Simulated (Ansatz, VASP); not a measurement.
## BP in VASP and in Ansatz

```
CELL_PARAMETERS angstrom
0.00000 2.26607 2.26607
2.26607 0.00000 2.26607
2.26607 2.26607 0.00000
ATOMIC_POSITIONS crystal
B 0.00000 0.00000 0.00000
P 0.25000 0.25000 0.25000
```

Alike in both runs: task single point; functional PBEsol; k mesh 8 × 8 × 8; occupations gaussian, width 0.1 eV; no spin polarisation.

```csv
,VASP,Ansatz
version,VASP 6.6.1,Ansatz 0.2.0
potentials or method,"VASP PAW PBE potentials, release 64 (B, P), cutoff 500 eV","scalar-relativistic, plane waves, PAW"
valence electrons in the cell,8,8
```

VASP gave:

| Item | Value |
| --- | --- |
| gap on the k mesh at the Fermi level (eV) | 1.16 |
| least direct gap on the mesh (eV) | 3.36 |
| pressure (GPa) | -1.2 |

Problem. Which values does Ansatz return?

Solution. gap on the k mesh at the Fermi level (eV): 1.16; least direct gap on the mesh (eV): 3.37; pressure (GPa): -1.3.

VASP's potentials were made for PBE, not for PBEsol. The functional is the same, so the differences come from potentials, cutoffs and numerics.
